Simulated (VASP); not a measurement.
# TaMn2N3 (P6/mmm) in VASP: single point with PBE

Aim: the single point of TaMn2N3 with PBE.

Everything below comes from runs of VASP 6.6.1. Logs are shortened: lines on timing, memory, paths and dates and some standing lists are left out, and cuts for length are marked.

## 1. The cell of the first run

The structure is hexagonal, space group P6/mmm (No. 191). Conventional cell: a = 4.812 Å, b = 4.812 Å, c = 2.756 Å, α = 90.00°, β = 90.00°, γ = 120.00°. Within 3.2 Å of Ta (site symmetry 6/mmm) lie 6 N at 2.41 Å and 2 Ta at 2.76 Å and 12 Mn at 3.10 Å. Within 2.6 Å of Mn (site symmetry -6m2) lie 6 N at 1.96 Å. Within 2.6 Å of N (site symmetry mmm) lie 4 Mn at 1.96 Å and 2 Ta at 2.41 Å and 4 N at 2.41 Å.

The cell was generated, and may not be a known phase.

## 2. Single point, PBE

File INCAR:

```
SYSTEM = TaMn2N3
  ALGO = Normal
  EDIFF = 1E-6
  ENCUT = 700
  GGA = PE
  GGA_COMPAT = .False.
  ISIF = 2
  ISMEAR = 0
  LASPH = .True.
  LCHARG = .True.
  LELF = .True.
  LREAL = .False.
  LVHAR = .True.
  LWAVE = .False.
  NBANDS = 38
  NELM = 120
  PREC = Accurate
  SIGMA = 0.1
```

File KPOINTS:

```
k-points
0
Gamma
  6 6 6
  0 0 0
```

File POSCAR:

```
TaMn2N3
1.0
    4.8119011461      0.0000000000      0.0000000000
   -2.4059505731      4.1672286331      0.0000000000
    0.0000000000      0.0000000000      2.7560900361
Ta Mn N
1 2 3
Direct
    0.0000000000      0.0000000000      0.0000000000
    0.3333333333      0.6666666667      0.5000000000
    0.6666666667      0.3333333333      0.5000000000
    0.5000000000      0.0000000000      0.0000000000
    0.0000000000      0.5000000000      0.0000000000
    0.5000000000      0.5000000000      0.0000000000
```

Potentials or basis: VASP PAW PBE potentials, release 64 (Ta_sv_GW, Mn_sv, N).

Run with:

```
$ cat potpaw_PBE.64/Ta_sv_GW/POTCAR potpaw_PBE.64/Mn_sv/POTCAR potpaw_PBE.64/N/POTCAR > POTCAR
$ mpirun -np 1 vasp_std > vasp.out
```

OUTCAR:

```text
SYSTEM = TaMn2N3
   EDIFF = 1E-6
   ENCUT = 700
   GGA = PE
   ISIF = 2
   ISMEAR = 0
   LASPH = .True.
   LREAL = .False.
   NELM = 120
   PREC = Accurate

 ion  position               nearest neighbor table
   1  0.000  0.000  0.000-   4 2.41   4 2.41   6 2.41   6 2.41   5 2.41   5 2.41
   2  0.333  0.667  0.500-   5 1.96   5 1.96   4 1.96   4 1.96   6 1.96   6 1.96   3 2.78   3 2.78
                             3 2.78
   3  0.667  0.333  0.500-   5 1.96   5 1.96   4 1.96   4 1.96   6 1.96   6 1.96   2 2.78   2 2.78
                             2 2.78
   4  0.500  0.000  0.000-   2 1.96   3 1.96   2 1.96   3 1.96   1 2.41   1 2.41
   5  0.000  0.500  0.000-   2 1.96   3 1.96   2 1.96   3 1.96   1 2.41   1 2.41
   6  0.500  0.500  0.000-   2 1.96   3 1.96   2 1.96   3 1.96   1 2.41   1 2.41

  LATTYP: Found a hexagonal cell.
 ALAT       =     4.8119011461
 C/A-ratio  =     0.5727653068

  Lattice vectors:

 A1 = (   4.8119011461,   0.0000000000,   0.0000000000)
 A2 = (  -2.4059505731,   4.1672286331,   0.0000000000)
 A3 = (   0.0000000000,   0.0000000000,   2.7560900361)

Analysis of symmetry for initial positions (statically):
=====================================================================
 Subroutine PRICEL returns:
 Original cell was already a primitive cell.

 Routine SETGRP: Setting up the symmetry group for a
 hexagonal supercell.

 Subroutine GETGRP returns: Found 24 space group operations
 (whereof 24 operations were pure point group operations)
 out of a pool of 24 trial point group operations.

The static configuration has the point symmetry D_6h.

Analysis of symmetry for dynamics (positions and initial velocities):
=====================================================================
 Subroutine PRICEL returns:
 Original cell was already a primitive cell.

 Routine SETGRP: Setting up the symmetry group for a
 hexagonal supercell.

 Subroutine GETGRP returns: Found 24 space group operations
 (whereof 24 operations were pure point group operations)
 out of a pool of 24 trial point group operations.

The dynamic configuration has the point symmetry D_6h.

 Subroutine INISYM returns: Found 24 space group operations
 (whereof 24 operations are pure point group operations),
 and found     1 'primitive' translations

----------------------------------------------------------------------------------------

                                     Primitive cell

  volume of cell :      55.2659

  direct lattice vectors                    reciprocal lattice vectors
     4.811901146  0.000000000  0.000000000     0.207818068  0.119983818  0.000000000
    -2.405950573  4.167228633  0.000000000     0.000000000  0.239967635  0.000000000
     0.000000000  0.000000000  2.756090036     0.000000000  0.000000000  0.362832849

  length of vectors
     4.811901146  4.811901146  2.756090036     0.239967635  0.239967635  0.362832849

  position of ions in fractional coordinates (direct lattice)
     0.000000000  0.000000000  0.000000000
     0.333333333  0.666666667  0.500000000
     0.666666667  0.333333333  0.500000000
     0.500000000  0.000000000  0.000000000
     0.000000000  0.500000000  0.000000000
     0.500000000  0.500000000  0.000000000

  ion indices of the primitive-cell ions
   primitive index   ion index
                 1           1
                 2           2
                 3           3
                 4           4
                 5           5
                 6           6

----------------------------------------------------------------------------------------

 KPOINTS: k-points

Automatic generation of k-mesh.
 Grid dimensions read from file:
 generate k-points for:    6    6    6

 Generating k-lattice:

  Cartesian coordinates                     Fractional coordinates (reciprocal lattice)
     0.034636345  0.019997303  0.000000000     0.166666667  0.000000000  0.000000000
     0.000000000  0.039994606  0.000000000     0.000000000  0.166666667  0.000000000
     0.000000000  0.000000000  0.060472142     0.000000000  0.000000000  0.166666667

  Length of vectors
     0.039994606  0.039994606  0.060472142

  Shift w.r.t. Gamma in fractional coordinates (k-lattice)
     0.000000000  0.000000000  0.000000000

 Subroutine IBZKPT returns following result:
 ===========================================

 Found     28 irreducible k-points:

 Following reciprocal coordinates:
            Coordinates               Weight
  0.000000  0.000000  0.000000      1.000000
  0.166667 -0.000000  0.000000      6.000000
  0.333333 -0.000000  0.000000      6.000000
  0.500000 -0.000000  0.000000      3.000000
  0.166667  0.166667  0.000000      6.000000
  0.333333  0.166667  0.000000     12.000000
[... 16 lines left out ...]
  0.166667 -0.000000  0.500000      6.000000
  0.333333 -0.000000  0.500000      6.000000
 [... further k-points ...]
   k-points           NKPTS =     28   k-points in BZ     NKDIM =     28   number of bands    NBANDS=     38
   number of dos      NEDOS =    301   number of ions     NIONS =      6
   total plane-waves  NPLWV =  42336
   dimension x,y,z NGX =    42 NGY =   42 NGZ =   24
   dimension x,y,z NGXF=    84 NGYF=   84 NGZF=   48
   ions per type =               1   2   3
   NGX,Y,Z   is equivalent  to a cutoff of  14.51, 14.51, 14.48 a.u.
   NGXF,Y,Z  is equivalent  to a cutoff of  29.02, 29.02, 28.95 a.u.
 SYSTEM =  TaMn2N3
   PREC   = accura    normal or accurate (medium, high low for compatibility)
   ISTART =      0    job   : 0-new  1-cont  2-samecut
   ICHARG =      2    charge: 1-file 2-atom 10-const
   ISPIN  =      1    spin polarized calculation?
   LNONCOLLINEAR =      F non collinear calculations
   LSORBIT =      F    spin-orbit coupling
   LASPH  =      T    aspherical Exc in radial PAW
   ENCUT  =  700.0 eV  51.45 Ry    7.17 a.u.  10.38 10.38  5.95*2*pi/ulx,y,z
   NELM   =    120;   NELMIN=  2; NELMDL= -5     # of ELM steps
   EDIFF  = 0.1E-05   stopping-criterion for ELM
   LREAL  =      F    real-space projection
[... 7 lines left out ...]
   TEBEG  =    0.0;   TEEND  =   0.0 temperature during run
   PSTRESS=    0.0 pullay stress
   NELECT =      58.0000    total number of electrons
   NUPDOWN=      -1.0000    fix difference up-down
   EMIN   =  10.00;   EMAX   =-10.00  energy-range for DOS
   EFERMI =   0.00;   METHOD = LEGACY
   ISMEAR =     0;   SIGMA  =   0.10  broadening in eV -4-tet -1-fermi 0-gaus
   EFERMI_NEDOS =   21; number of points for ismear=-14 and -15
   IALGO  =     38    algorithm
   IMIX   =      4    mixing-type and parameters
     AMIX     =   0.40;   BMIX     =  1.00
     AMIX_MAG =   1.60;   BMIX_MAG =  1.00
  volume/ion in A,a.u.               =       9.21        62.16
  Fermi-wavevector in a.u.,A,eV,Ry     =   1.663662  3.143865 37.657801  2.767770
  Thomas-Fermi vector in A             =   2.750340
   LORBIT       =      0    0 simple, 1 ext, 2 COOP (PROOUT), +10 PAW based schemes
   GGA     = PE    functional components
   LHFCALC =     F    Hartree Fock is set to
   AEXX    =    0.0000 exact exchange contribution
   IVDW    =     0    specifies the selected vdW correction
   LEPSILON=     F    determine dielectric tensor
   LRPA    =     F    only Hartree local field effects (RPA)
 non-spin polarized calculation
 Gauss-broadening in eV      SIGMA  =   0.10
  energy-cutoff  :      700.00
  volume of cell :       55.27
 maximum number of plane-waves:      2364
 NGX is ok and might be reduce to    42
   NGX = 21   NGY = 21   NGZ = 11

 number of electron      57.9999988 magnetization

 Free energy of the ion-electron system (eV)
  ---------------------------------------------------
  ext. energy  EPLUGINS =         0.00000000
  ---------------------------------------------------
  free energy    TOTEN  =       -56.84639987 eV

  energy without entropy =      -56.80866757  energy(sigma->0) =      -56.82753372

 E-fermi :  12.6664     XC(G=0): -13.7446

 val. band max:       12.6656285978   @ k =   0.3333   0.3333   0.3333
 cond. band min:      12.6671484246   @ k =   0.1667   0.1667   0.5000
 fundamental gap:      0.0015198268
 Fermi energy:        12.6664439568

 k-point     1 :       0.0000    0.0000    0.0000
  band No.  band energies     occupation
      1     -67.2818      2.00000
      2     -67.2606      2.00000
      3     -56.4553      2.00000
      4     -36.1853      2.00000
      5     -36.1558      2.00000
      6     -36.0268      2.00000
[... 30 lines left out ...]
     37      15.5949      0.00000
     38      15.5950      0.00000

 k-point     2 :       0.1667   -0.0000    0.0000
  band No.  band energies     occupation
      1     -67.2805      2.00000
      2     -67.2619      2.00000
      3     -56.4553      2.00000
      4     -36.1835      2.00000
      5     -36.1575      2.00000
      6     -36.0288      2.00000
[... 30 lines left out ...]
     37      15.7623      0.00000
     38      16.3568      0.00000

 k-point     3 :       0.3333   -0.0000    0.0000
  band No.  band energies     occupation
      1     -67.2773      2.00000
      2     -67.2651      2.00000
      3     -56.4553      2.00000
      4     -36.1791      2.00000
      5     -36.1620      2.00000
      6     -36.0327      2.00000
[... 30 lines left out ...]
     37      16.1374      0.00000
     38      16.5394      0.00000

 k-point     4 :       0.5000   -0.0000    0.0000
  band No.  band energies     occupation
      1     -67.2747      2.00000
      2     -67.2677      2.00000
      3     -56.4553      2.00000
      4     -36.1754      2.00000
      5     -36.1656      2.00000
      6     -36.0345      2.00000
[... 30 lines left out ...]
     37      16.3074      0.00000
     38      16.5290      0.00000
[... 703 lines left out ...]
      4     -36.3720      2.00000
      5     -36.3323      2.00000
      6     -36.0011      2.00000
[... 30 lines left out ...]
     37      16.0567      0.00000
     38      17.1148      0.00000

 k-point    23 :       0.1667   -0.0000    0.5000
  band No.  band energies     occupation
      1     -67.2637      2.00000
      2     -67.2457      2.00000
      3     -56.3796      2.00000
      4     -36.3698      2.00000
      5     -36.3346      2.00000
      6     -36.0028      2.00000
[... 30 lines left out ...]
     37      16.4788      0.00000
     38      17.1299      0.00000

 k-point    24 :       0.3333   -0.0000    0.5000
  band No.  band energies     occupation
      1     -67.2606      2.00000
      2     -67.2488      2.00000
      3     -56.3796      2.00000
      4     -36.3639      2.00000
      5     -36.3407      2.00000
      6     -36.0061      2.00000
[... 30 lines left out ...]
     37      16.8697      0.00000
     38      17.4097      0.00000

 [... further k-points ...]
[... 5 lines left out ...]
  --------------------------------------------------------------------------------------
  -------------------------------------------------------------------------------------
  Total       -0.2235118     -0.2235118     -0.4022465      0.0000000     -0.0000000      0.0000000
  in kB       -6.4796814     -6.4796814    -11.6612578      0.0000000     -0.0000000      0.0000000
  external PRESSURE =      -8.2068735 kB  Pullay stress =       0.0000000 kB

 VOLUME and BASIS-vectors are now :
 -----------------------------------------------------------------------------
  energy-cutoff  :      700.00
  volume of cell :       55.27
      direct lattice vectors                 reciprocal lattice vectors
     4.811901146  0.000000000  0.000000000     0.207818068  0.119983818  0.000000000
    -2.405950573  4.167228633  0.000000000     0.000000000  0.239967635  0.000000000
     0.000000000  0.000000000  2.756090036     0.000000000  0.000000000  0.362832849

 POSITION                                       TOTAL-FORCE (eV/Angst)
 -----------------------------------------------------------------------------------
      0.00000      0.00000      0.00000        -0.000000      0.000000      0.000000
     -0.00000      2.77815      1.37805        -0.000000     -0.000000      0.000000
      2.40595      1.38908      1.37805         0.000000      0.000000      0.000000
      2.40595      0.00000      0.00000        -0.000000      0.000000      0.000000
     -1.20298      2.08361      0.00000        -0.000000      0.000000      0.000000
      1.20298      2.08361      0.00000        -0.000000      0.000000      0.000000
 -----------------------------------------------------------------------------------
    total drift:                                0.000000      0.000000     -0.000000

  FREE ENERGIE OF THE ION-ELECTRON SYSTEM (eV)
  ---------------------------------------------------
  free  energy   TOTEN  =       -56.8463998698 eV

  energy  without entropy=      -56.8086675734  energy(sigma->0) =      -56.82753372
```

It took 2.5 min on 1 thread of AMD EPYC 7R43 (Zen 3), shared host; peak memory 0.22 GiB.

Results:

* Free energy: -56.8464 eV
* Pressure: -0.8 GPa
* Band gap on the k mesh: zero (bands 29 and 30 overlap by 1.62 eV)

Stress tensor (GPa, compression positive):
```
-0.65  0.00  0.00
 0.00 -0.65  0.00
 0.00  0.00 -1.17
```

Caveat: the k points lie up to 0.38 Å⁻¹ apart, too coarse for converged energies and pressures of a metal; spin-orbit coupling is left out, which moves the levels of the heavy elements; the run has no spin polarisation, though such a crystal can be magnetic.
